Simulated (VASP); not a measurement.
# SnO2 (P4_2/mnm) in VASP: further runs

The runs below take SnO2 through electric field gradients, with LDA.

Everything below comes from runs of VASP 6.6.1. Logs are shortened: lines on timing, memory, paths and dates and some standing lists are left out, and cuts for length are marked.

## Step 1: The cell of the first run

Symmetry: P4_2/mnm, No. 136, tetragonal system. The conventional cell has a = 4.641 Å, b = 4.641 Å, c = 3.121 Å, α = 90.00°, β = 90.00°, γ = 90.00°. Sn (site symmetry mmm) has 6 O at 2.01 to 2.02 Å within 2.7 Å. O (site symmetry m2m) has 3 Sn at 2.01 to 2.02 Å and 1 O at 2.55 Å within 2.7 Å.

## Step 2: Electric field gradients, LDA (volume scaled by 0.94)

Input file INCAR:

```
SYSTEM = SnO2
  ALGO = Normal
  EDIFF = 1E-8
  ENCUT = 520
  GGA = CA
  ISIF = 2
  ISMEAR = -1
  LASPH = .True.
  LCHARG = .False.
  LEFG = .True.
  LREAL = .False.
  LWAVE = .False.
  NBANDS = 35
  NELM = 60
  PREC = Accurate
  SIGMA = 0.03
```

Input file KPOINTS:

```
k-points
0
Gamma
  4 4 6
  0 0 0
```

Input file POSCAR:

```
SnO2
1.0
    4.6406422521      0.0000000000      0.0000000000
    0.0000000000      4.6406422521      0.0000000000
    0.0000000000      0.0000000000      3.1213531768
Sn O
2 4
Direct
    0.0000000000      0.0000000000      0.0000000000
    0.5000000000      0.5000000000      0.5000000000
    0.3056200000      0.3056200000      0.0000000000
    0.1943800000      0.8056200000      0.5000000000
    0.6943800000      0.6943800000      0.0000000000
    0.8056200000      0.1943800000      0.5000000000
```

Potentials or basis: VASP PAW LDA potentials, release 64 (Sn_d, O).

The run is started by

```
cat potpaw_LDA.64/Sn_d/POTCAR potpaw_LDA.64/O/POTCAR > POTCAR
mpirun -np 1 vasp_std > vasp.out
```

OUTCAR:

```text
SYSTEM = SnO2
   EDIFF = 1E-8
   ENCUT = 520
   GGA = CA
   ISIF = 2
   ISMEAR = -1
   LASPH = .True.
   LREAL = .False.
   NELM = 60
   PREC = Accurate

 ion  position               nearest neighbor table
   1  0.000  0.000  0.000-   3 2.01   5 2.01   4 2.02   6 2.02   4 2.02   6 2.02   2 3.63   2 3.63
                             2 3.63   2 3.63   2 3.63   2 3.63   2 3.63   2 3.63
   2  0.500  0.500  0.500-   4 2.01   6 2.01   5 2.02   3 2.02   3 2.02   5 2.02   1 3.63   1 3.63
                             1 3.63   1 3.63   1 3.63   1 3.63   1 3.63   1 3.63
   3  0.306  0.306  0.000-   1 2.01   2 2.02   2 2.02
   4  0.194  0.806  0.500-   2 2.01   1 2.02   1 2.02
   5  0.694  0.694  0.000-   1 2.01   2 2.02   2 2.02
   6  0.806  0.194  0.500-   2 2.01   1 2.02   1 2.02

  LATTYP: Found a simple tetragonal cell.
 ALAT       =     4.6406422521
 C/A-ratio  =     0.6726123255

  Lattice vectors:

 A1 = (   4.6406422521,   0.0000000000,   0.0000000000)
 A2 = (   0.0000000000,   4.6406422521,   0.0000000000)
 A3 = (   0.0000000000,   0.0000000000,   3.1213531768)

Analysis of symmetry for initial positions (statically):
=====================================================================
 Subroutine PRICEL returns:
 Original cell was already a primitive cell.

 Routine SETGRP: Setting up the symmetry group for a
 simple tetragonal supercell.

 Subroutine GETGRP returns: Found 16 space group operations
 (whereof  8 operations were pure point group operations)
 out of a pool of 16 trial point group operations.

The static configuration has the point symmetry D_2h.
 The point group associated with its full space group is D_4h.

Analysis of symmetry for dynamics (positions and initial velocities):
=====================================================================
 Subroutine PRICEL returns:
 Original cell was already a primitive cell.

 Routine SETGRP: Setting up the symmetry group for a
 simple tetragonal supercell.

 Subroutine GETGRP returns: Found 16 space group operations
 (whereof  8 operations were pure point group operations)
 out of a pool of 16 trial point group operations.

The dynamic configuration has the point symmetry D_2h.
 The point group associated with its full space group is D_4h.

 Subroutine INISYM returns: Found 16 space group operations
 (whereof  8 operations are pure point group operations),
 and found     1 'primitive' translations

----------------------------------------------------------------------------------------

                                     Primitive cell

  volume of cell :      67.2201

  direct lattice vectors                    reciprocal lattice vectors
     4.640642252  0.000000000  0.000000000     0.215487414  0.000000000  0.000000000
     0.000000000  4.640642252  0.000000000     0.000000000  0.215487414  0.000000000
     0.000000000  0.000000000  3.121353177     0.000000000  0.000000000  0.320373871

  length of vectors
     4.640642252  4.640642252  3.121353177     0.215487414  0.215487414  0.320373871

  position of ions in fractional coordinates (direct lattice)
     0.000000000  0.000000000  0.000000000
     0.500000000  0.500000000  0.500000000
     0.305620000  0.305620000  0.000000000
     0.194380000  0.805620000  0.500000000
     0.694380000  0.694380000  0.000000000
     0.805620000  0.194380000  0.500000000

  ion indices of the primitive-cell ions
   primitive index   ion index
                 1           1
                 2           2
                 3           3
                 4           4
                 5           5
                 6           6

----------------------------------------------------------------------------------------

 KPOINTS: k-points

[... 58 lines left out ...]
   ISTART =      0    job   : 0-new  1-cont  2-samecut
   ICHARG =      2    charge: 1-file 2-atom 10-const
   ISPIN  =      1    spin polarized calculation?
   LNONCOLLINEAR =      F non collinear calculations
   LSORBIT =      F    spin-orbit coupling
   LASPH  =      T    aspherical Exc in radial PAW
   ENCUT  =  520.0 eV  38.22 Ry    6.18 a.u.   8.63  8.63  5.80*2*pi/ulx,y,z
   NELM   =     60;   NELMIN=  2; NELMDL= -5     # of ELM steps
   EDIFF  = 0.1E-07   stopping-criterion for ELM
   LREAL  =      F    real-space projection
   EDIFFG = 0.1E-06   stopping-criterion for IOM
   NSW    =      0    number of steps for IOM
   IBRION =     -1    ionic relax: 0-MD 1-quasi-New 2-CG
   NFREE  =      0    steps in history (QN), initial steepest desc. (CG)
   ISIF   =      2    stress and relaxation
   ISYM   =      2    0-nonsym 1-usesym 2-fastsym
   POTIM  = 0.5000    time-step for ionic-motion
   TEBEG  =    0.0;   TEEND  =   0.0 temperature during run
   PSTRESS=    0.0 pullay stress
   NELECT =      52.0000    total number of electrons
   NUPDOWN=      -1.0000    fix difference up-down
   EMIN   =  10.00;   EMAX   =-10.00  energy-range for DOS
   EFERMI =   0.00;   METHOD = LEGACY
   ISMEAR =    -1;   SIGMA  =   0.03  broadening in eV -4-tet -1-fermi 0-gaus
   EFERMI_NEDOS =   21; number of points for ismear=-14 and -15
   IALGO  =     38    algorithm
   IMIX   =      4    mixing-type and parameters
     AMIX     =   0.40;   BMIX     =  1.00
     AMIX_MAG =   1.60;   BMIX_MAG =  1.00
  volume/ion in A,a.u.               =      11.20        75.60
  Fermi-wavevector in a.u.,A,eV,Ry     =   1.502829  2.839935 30.728692  2.258495
  Thomas-Fermi vector in A             =   2.614019
   LORBIT       =      0    0 simple, 1 ext, 2 COOP (PROOUT), +10 PAW based schemes
   GGA     = CA    functional components
   LHFCALC =     F    Hartree Fock is set to
   AEXX    =    0.0000 exact exchange contribution
   IVDW    =     0    specifies the selected vdW correction
   LEPSILON=     F    determine dielectric tensor
   LRPA    =     F    only Hartree local field effects (RPA)
 non-spin polarized calculation
  energy-cutoff  :      520.00
  volume of cell :       67.22
 maximum number of plane-waves:      1835
 NGX is ok and might be reduce to    36
   NGX = 17   NGY = 17   NGZ = 11

 number of electron      51.9999998 magnetization

 Free energy of the ion-electron system (eV)
  ---------------------------------------------------
  ext. energy  EPLUGINS =         0.00000000
  ---------------------------------------------------
  free energy    TOTEN  =       -42.07631078 eV

  energy without entropy =      -42.07631078  energy(sigma->0) =      -42.07631078

 E-fermi :   7.2287     XC(G=0): -12.1309

 val. band max:        6.6295247327   @ k =   0.0000   0.0000   0.0000
 cond. band min:       8.5260499408   @ k =   0.0000   0.0000   0.0000
 fundamental gap:      1.8965252081
 Fermi energy:         7.2287021652

 k-point     1 :       0.0000    0.0000    0.0000
  band No.  band energies     occupation
      1     -14.5164      2.00000
      2     -13.6374      2.00000
      3     -13.2180      2.00000
      4     -13.1979      2.00000
      5     -13.1979      2.00000
      6     -13.1397      2.00000
[... 901 lines left out ...]
     34      18.2147      0.00000
     35      19.8873      0.00000

------------------------ aborting loop because EDIFF is reached ----------------------------------------

  FORCE on cell =-STRESS in cart. coord.  units (eV):
  Direction    XX          YY          ZZ          XY          YZ          ZX
  --------------------------------------------------------------------------------------
  -------------------------------------------------------------------------------------
  Total        5.7630043      5.7630043      7.9996812      0.0000000      0.0000000      0.0000000
  in kB      137.3600491    137.3600491    190.6707922      0.0000000      0.0000000      0.0000000
  external PRESSURE =     155.1302968 kB  Pullay stress =       0.0000000 kB

 VOLUME and BASIS-vectors are now :
 -----------------------------------------------------------------------------
  energy-cutoff  :      520.00
  volume of cell :       67.22
      direct lattice vectors                 reciprocal lattice vectors
     4.640642252  0.000000000  0.000000000     0.215487414  0.000000000  0.000000000
     0.000000000  4.640642252  0.000000000     0.000000000  0.215487414  0.000000000
     0.000000000  0.000000000  3.121353177     0.000000000  0.000000000  0.320373871

 POSITION                                       TOTAL-FORCE (eV/Angst)
 -----------------------------------------------------------------------------------
      0.00000      0.00000      0.00000         0.000000      0.000000     -0.000000
      2.32032      2.32032      1.56068         0.000000      0.000000     -0.000000
      1.41827      1.41827      0.00000        -0.128489     -0.128489      0.000000
      0.90205      3.73859      1.56068         0.128489     -0.128489      0.000000
      3.22237      3.22237      0.00000         0.128489      0.128489     -0.000000
      3.73859      0.90205      1.56068        -0.128489      0.128489     -0.000000
 -----------------------------------------------------------------------------------
    total drift:                                0.000000      0.000000      0.000000

  FREE ENERGIE OF THE ION-ELECTRON SYSTEM (eV)
  ---------------------------------------------------
  free  energy   TOTEN  =       -42.0763107755 eV

  energy  without entropy=      -42.0763107755  energy(sigma->0) =      -42.07631078

 Electric field gradients (V/A^2)
---------------------------------------------------------------------
 ion       V_xx      V_yy      V_zz      V_xy      V_xz      V_yz
---------------------------------------------------------------------
   1      27.107    27.107   -54.214   -38.168    -0.000     0.000
   2      27.107    27.107   -54.214    38.168    -0.000    -0.000
   3     -21.891   -21.891    43.783    74.822     0.000     0.000
   4     -21.891   -21.891    43.783   -74.822    -0.000     0.000
   5     -21.891   -21.891    43.783    74.822    -0.000     0.000
   6     -21.891   -21.891    43.783   -74.822     0.000    -0.000
---------------------------------------------------------------------

 Electric field gradients after diagonalization (V/A^2)
 (convention: |V_zz| > |V_xx| > |V_yy|)
----------------------------------------------------------------------
 ion       V_xx      V_yy      V_zz     asymmetry (V_yy - V_xx)/ V_zz
----------------------------------------------------------------------
   1     -54.214   -11.061    65.275       0.661
   2     -54.214   -11.061    65.275       0.661
   3      52.931    43.783   -96.713       0.095
   4      52.931    43.783   -96.713       0.095
   5      52.931    43.783   -96.713       0.095
   6      52.931    43.783   -96.713       0.095
----------------------------------------------------------------------

           NMR quadrupolar parameters

 Cq : quadrupolar parameter    Cq=e*Q*V_zz/h
 eta: asymmetry parameters     (V_yy - V_xx)/ V_zz
 Q  : nuclear electric quadrupole moment in mb (millibarn)
----------------------------------------------------------------------
 ion       Cq(MHz)       eta       Q (mb)
----------------------------------------------------------------------
   1       0.158       0.661       1.000
   2       0.158       0.661       1.000
   3      -0.234       0.095       1.000
   4      -0.234       0.095       1.000
   5      -0.234       0.095       1.000
   6      -0.234       0.095       1.000
----------------------------------------------------------------------
```

It took 79 s on 1 thread of Intel Xeon 8259CL, shared host; peak memory 0.18 GiB.

What came out:

```
Free energy            : -42.0763 eV
Pressure               : 15.5 GPa
Largest force          : 0.182 eV/Å
Band gap on the k mesh : 1.90 eV, direct
```

Forces in eV/Å, atoms in the order of the input:
```
Sn   0.000  0.000  0.000
Sn   0.000  0.000  0.000
O   -0.128 -0.128  0.000
O    0.128 -0.128  0.000
O    0.128  0.128  0.000
O   -0.128  0.128  0.000
```

Stress tensor (GPa, compression positive):
```
13.74  0.00  0.00
 0.00 13.74  0.00
 0.00  0.00 19.07
```

Levels at points of the mesh, in eV from the valence-band top:
```csv
k point,band 24,band 25,band 26,band 27,band 28,band 29
"(0.00, 0.00, 0.00)",-0.87,-0.87,0.00,1.90,6.42,6.42
"(0.50, 0.00, 0.00)",-1.19,-0.69,-0.69,5.00,5.00,7.20
"(0.50, 0.50, 0.00)",-1.31,-0.99,-0.99,5.43,5.43,7.77
"(0.00, 0.00, 0.50)",-1.89,-1.37,-1.37,6.78,6.78,9.94
"(0.50, 0.00, 0.50)",-1.25,-0.66,-0.66,7.07,7.07,8.36
"(0.50, 0.50, 0.50)",-1.05,-0.93,-0.93,5.31,5.31,8.93
```

Electric field gradients, principal values (V/Å²):
| atom | least | middle | greatest (by size) |
| --- | --- | --- | --- |
| 1 Sn | -11.061 | -54.214 | 65.275 |
| 2 Sn | -11.061 | -54.214 | 65.275 |
| 3 O | 43.783 | 52.931 | -96.713 |
| 4 O | 43.783 | 52.931 | -96.713 |
| 5 O | 43.783 | 52.931 | -96.713 |
| 6 O | 43.783 | 52.931 | -96.713 |

Caveat: without QUAD_EFG the Cq values of the log hold for a quadrupole moment of 1 mb, not for the nuclei; spin-orbit coupling is left out, which moves the levels of the heavy elements.

(Part 1 of 2 ends here.)
